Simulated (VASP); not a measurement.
# Li4TmGe (P4mm) in VASP: single point with PBE

Aim: the single point of Li4TmGe with PBE.

All numbers are computed with VASP 6.6.1; they aren't measurements. Logs are shortened: lines on timing, memory, paths and dates and some standing lists are left out, and cuts for length are marked.

## (1) The cell of the first run

Symmetry: P4mm, No. 99, tetragonal system. The conventional cell has a = 3.451 Å, b = 3.451 Å, c = 10.166 Å, α = 90.00°, β = 90.00°, γ = 90.00°. Li (site symmetry 4mm) has 9 Li at 2.86 to 3.45 Å and 4 Tm at 3.28 Å and 1 Ge at 3.93 Å within 4.0 Å. Li (site symmetry 4mm) has 4 Ge at 2.78 Å and 9 Li at 2.90 to 3.45 Å and 1 Tm at 3.06 Å within 3.7 Å. Li (site symmetry 4mm) has 1 Ge at 2.90 Å and 13 Li at 2.90 to 3.45 Å within 3.8 Å. Within 3.8 Å of Li (site symmetry 4mm) lie 13 Li at 2.86 to 3.45 Å and 1 Tm at 3.68 Å. Within 3.9 Å of Tm (site symmetry 4mm) lie 4 Ge at 3.00 Å and 6 Li at 3.06 to 3.68 Å and 4 Tm at 3.45 Å. Within 3.7 Å of Ge (site symmetry 4mm) lie 5 Li at 2.78 to 2.90 Å and 4 Tm at 3.00 Å and 4 Ge at 3.45 Å.

The cell was built from a structure type or drawn by symmetry, and may not be a known phase.

## (2) Single point, PBE

INCAR

```
PREC = Accurate
ENCUT = 750
EDIFF = 1E-6
ISMEAR = 0
SIGMA = 0.2
LREAL = False
LASPH = True
NELM = 200
ALGO = Normal
ISIF = 2
LWAVE = False
LCHARG = True
GGA = PE
LELF = True
LVHAR = True
NBANDS = 26
GGA_COMPAT = False
LMAXMIX = 6
```

KPOINTS

```
Automatic mesh
0
Gamma
  5 5 2
```

POSCAR

```
Li4TmGe
1.0
    3.4513531022      0.0000000000      0.0000000000
    0.0000000000      3.4513531022      0.0000000000
    0.0000000000      0.0000000000     10.1660694275
Li Tm Ge
4 1 1
Direct
    0.5000000000      0.5000000000      0.2257350952
    0.0000000000      0.0000000000      0.7427874327
    0.5000000000      0.5000000000      0.8977171101
    0.0000000000      0.0000000000      0.0798681666
    0.0000000000      0.0000000000      0.4414066564
    0.5000000000      0.5000000000      0.6124845090
```

Potentials or basis: VASP PAW PBE potentials, release 64 (Li_sv, Tm_3, Ge_d), 4f in core.

The run is started by

```console
$ cat potpaw_PBE.64/Li_sv/POTCAR potpaw_PBE.64/Tm_3/POTCAR potpaw_PBE.64/Ge_d/POTCAR > POTCAR
$ mpirun -np 1 vasp_std > vasp.out
```

OUTCAR:

```text
PREC = Accurate
   ENCUT = 750
   EDIFF = 1E-6
   ISMEAR = 0
   LREAL = False
   LASPH = True
   NELM = 200
   ISIF = 2
   GGA = PE

 ion  position               nearest neighbor table
   1  0.500  0.500  0.226-
   2  0.000  0.000  0.743-   5 3.06
   3  0.500  0.500  0.898-
   4  0.000  0.000  0.080-
   5  0.000  0.000  0.441-   6 3.00   6 3.00   6 3.00   6 3.00   2 3.06
   6  0.500  0.500  0.612-   5 3.00   5 3.00   5 3.00   5 3.00

  LATTYP: Found a simple tetragonal cell.
 ALAT       =     3.4513531022
 C/A-ratio  =     2.9455315427

  Lattice vectors:

 A1 = (   3.4513531022,   0.0000000000,   0.0000000000)
 A2 = (   0.0000000000,   3.4513531022,   0.0000000000)
 A3 = (   0.0000000000,   0.0000000000,  10.1660694275)

Analysis of symmetry for initial positions (statically):
=====================================================================
 Subroutine PRICEL returns:
 Original cell was already a primitive cell.

 Routine SETGRP: Setting up the symmetry group for a
 simple tetragonal supercell.

 Subroutine GETGRP returns: Found  8 space group operations
 (whereof  8 operations were pure point group operations)
 out of a pool of 16 trial point group operations.

The static configuration has the point symmetry C_4v.

Analysis of symmetry for dynamics (positions and initial velocities):
=====================================================================
 Subroutine PRICEL returns:
 Original cell was already a primitive cell.

 Routine SETGRP: Setting up the symmetry group for a
 simple tetragonal supercell.

 Subroutine GETGRP returns: Found  8 space group operations
 (whereof  8 operations were pure point group operations)
 out of a pool of 16 trial point group operations.

The dynamic configuration has the point symmetry C_4v.

 Subroutine INISYM returns: Found  8 space group operations
 (whereof  8 operations are pure point group operations),
 and found     1 'primitive' translations

----------------------------------------------------------------------------------------

                                     Primitive cell

  volume of cell :     121.0966

[... 79 lines left out ...]
   LSORBIT =      F    spin-orbit coupling
   LASPH  =      T    aspherical Exc in radial PAW
   ENCUT  =  750.0 eV  55.12 Ry    7.42 a.u.   7.71  7.71 22.70*2*pi/ulx,y,z
   NELM   =    200;   NELMIN=  2; NELMDL= -5     # of ELM steps
   EDIFF  = 0.1E-05   stopping-criterion for ELM
   LREAL  =      F    real-space projection
   EDIFFG = 0.1E-04   stopping-criterion for IOM
   NSW    =      0    number of steps for IOM
   IBRION =     -1    ionic relax: 0-MD 1-quasi-New 2-CG
   NFREE  =      0    steps in history (QN), initial steepest desc. (CG)
   ISIF   =      2    stress and relaxation
   ISYM   =      2    0-nonsym 1-usesym 2-fastsym
   POTIM  = 0.5000    time-step for ionic-motion
   TEBEG  =    0.0;   TEEND  =   0.0 temperature during run
   PSTRESS=    0.0 pullay stress
   NELECT =      35.0000    total number of electrons
   NUPDOWN=      -1.0000    fix difference up-down
   EMIN   =  10.00;   EMAX   =-10.00  energy-range for DOS
   EFERMI =   0.00;   METHOD = LEGACY
   ISMEAR =     0;   SIGMA  =   0.20  broadening in eV -4-tet -1-fermi 0-gaus
   EFERMI_NEDOS =   21; number of points for ismear=-14 and -15
   IALGO  =     38    algorithm
   IMIX   =      4    mixing-type and parameters
     AMIX     =   0.40;   BMIX     =  1.00
     AMIX_MAG =   1.60;   BMIX_MAG =  1.00
  volume/ion in A,a.u.               =      20.18       136.20
  Fermi-wavevector in a.u.,A,eV,Ry     =   1.082398  2.045435 15.940381  1.171585
  Thomas-Fermi vector in A             =   2.218438
   LORBIT       =      0    0 simple, 1 ext, 2 COOP (PROOUT), +10 PAW based schemes
   GGA     = PE    functional components
   LHFCALC =     F    Hartree Fock is set to
   AEXX    =    0.0000 exact exchange contribution
   IVDW    =     0    specifies the selected vdW correction
   LEPSILON=     F    determine dielectric tensor
   LRPA    =     F    only Hartree local field effects (RPA)
 non-spin polarized calculation
 Gauss-broadening in eV      SIGMA  =   0.20
  energy-cutoff  :      750.00
  volume of cell :      121.10
 maximum number of plane-waves:      5677
 NGX is ok and might be reduce to    32
   NGX = 15   NGY = 15   NGZ = 45

 number of electron      35.0000017 magnetization

 Free energy of the ion-electron system (eV)
  ---------------------------------------------------
  ext. energy  EPLUGINS =         0.00000000
  ---------------------------------------------------
  free energy    TOTEN  =       -17.56104443 eV

  energy without entropy =      -17.50076514  energy(sigma->0) =      -17.53090478

 E-fermi :   2.2572     XC(G=0):  -8.5385

 val. band max:        2.2431413766   @ k =   0.0000   0.0000   0.5000
 cond. band min:       2.3038752053   @ k =   0.2000   0.0000   0.0000
 fundamental gap:      0.0607338288
 Fermi energy:         2.2572026893

 k-point     1 :       0.0000    0.0000    0.0000
  band No.  band energies     occupation
      1     -44.2170      2.00000
      2     -44.1916      2.00000
      3     -44.0431      2.00000
      4     -43.8356      2.00000
      5     -23.2983      2.00000
      6     -23.1454      2.00000
[... 337 lines left out ...]
     25       5.8691      0.00000
     26       6.7667      0.00000

------------------------ aborting loop because EDIFF is reached ----------------------------------------

  FORCE on cell =-STRESS in cart. coord.  units (eV):
  Direction    XX          YY          ZZ          XY          YZ          ZX
  --------------------------------------------------------------------------------------
  -------------------------------------------------------------------------------------
  Total        0.1119530      0.1119530      0.1466257      0.0000000      0.0000000     -0.0000000
  in kB        1.4812027      1.4812027      1.9399419      0.0000000      0.0000000     -0.0000000
  external PRESSURE =       1.6341157 kB  Pullay stress =       0.0000000 kB

 VOLUME and BASIS-vectors are now :
 -----------------------------------------------------------------------------
  energy-cutoff  :      750.00
  volume of cell :      121.10
      direct lattice vectors                 reciprocal lattice vectors
     3.451353102  0.000000000  0.000000000     0.289741435  0.000000000  0.000000000
     0.000000000  3.451353102  0.000000000     0.000000000  0.289741435  0.000000000
     0.000000000  0.000000000 10.166069428     0.000000000  0.000000000  0.098366434

 POSITION                                       TOTAL-FORCE (eV/Angst)
 -----------------------------------------------------------------------------------
      1.72568      1.72568      2.29484        -0.000000      0.000000      0.005653
      0.00000      0.00000      7.55123        -0.000000     -0.000000     -0.006101
      1.72568      1.72568      9.12625         0.000000      0.000000      0.003786
      0.00000      0.00000      0.81195        -0.000000     -0.000000     -0.011209
      0.00000      0.00000      4.48737        -0.000000     -0.000000     -0.027171
      1.72568      1.72568      6.22656        -0.000000     -0.000000      0.035044
 -----------------------------------------------------------------------------------
    total drift:                                0.000000     -0.000000      0.000234

  FREE ENERGIE OF THE ION-ELECTRON SYSTEM (eV)
  ---------------------------------------------------
  free  energy   TOTEN  =       -17.5610444290 eV

  energy  without entropy=      -17.5007651375  energy(sigma->0) =      -17.53090478
```

OSZICAR:

```text
N       E                     dE             d eps       ncg     rms          rms(c)
DAV:   1     0.287574866697E+03    0.28757E+03   -0.19001E+04   658   0.227E+03
DAV:   2     0.370150994618E+02   -0.25056E+03   -0.24316E+03   624   0.658E+02
DAV:   3    -0.753159535888E+01   -0.44547E+02   -0.43170E+02   938   0.158E+02
DAV:   4    -0.165548680391E+02   -0.90233E+01   -0.89269E+01  1224   0.521E+01
DAV:   5    -0.177766490751E+02   -0.12218E+01   -0.12202E+01   936   0.203E+01    0.174E+01
DAV:   6    -0.175969981743E+02    0.17965E+00   -0.31908E+00  1144   0.158E+01    0.117E+01
DAV:   7    -0.176385359494E+02   -0.41538E-01   -0.13336E+00   894   0.594E+00    0.283E+00
DAV:   8    -0.175627759037E+02    0.75760E-01   -0.46723E-01  1064   0.309E+00    0.451E-01
DAV:   9    -0.175614123730E+02    0.13635E-02   -0.21226E-02   900   0.949E-01    0.235E-01
DAV:  10    -0.175610719792E+02    0.34039E-03   -0.33179E-03   950   0.311E-01    0.808E-02
DAV:  11    -0.175610472354E+02    0.24744E-04   -0.29563E-04   934   0.113E-01    0.342E-02
DAV:  12    -0.175610452404E+02    0.19950E-05   -0.56790E-05  1156   0.480E-02    0.101E-02
DAV:  13    -0.175610444290E+02    0.81140E-06   -0.72223E-06   940   0.221E-02
   1 F= -.17561044E+02 E0= -.17530905E+02  d E =-.602793E-01
```

stdout:

```text
POSCAR found type information on POSCAR LiTmGe
 POSCAR found :  3 types and       6 ions
 scaLAPACK will be used
 LDA part: xc-table for (Slater+PW92), standard interpolation
 POSCAR, INCAR and KPOINTS ok, starting setup
 FFT: planning ... GRIDC
 FFT: planning ... GRID_SOFT
 FFT: planning ... GRID
 WAVECAR not read
 entering main loop
```

Wall time 50 s (1 thread of AMD EPYC 9R45 (Zen 5), shared host); peak memory 0.3 GiB.

Results:

```yaml
Free_energy: -17.5610 eV
Pressure: 0.2 GPa
Largest_force: 0.035 eV/Å
Band_gap_on_the_k_mesh: zero (an odd number of electrons rules out a gap without spin polarisation)
```

Forces on the atoms (eV/Å):
```
Li   0.000  0.000  0.006
Li   0.000  0.000 -0.006
Li   0.000  0.000  0.004
Li   0.000  0.000 -0.011
Tm   0.000  0.000 -0.027
Ge   0.000  0.000  0.035
```

Caveat: the k points lie up to 0.36 Å⁻¹ apart, too coarse for converged energies and pressures of a metal; spin-orbit coupling is left out, which moves the levels of the heavy elements; the 4f electrons are frozen in the core, so they carry no moment and show no levels. Spin polarisation is off, so any magnetic state and its effect on volume and gap are missing.
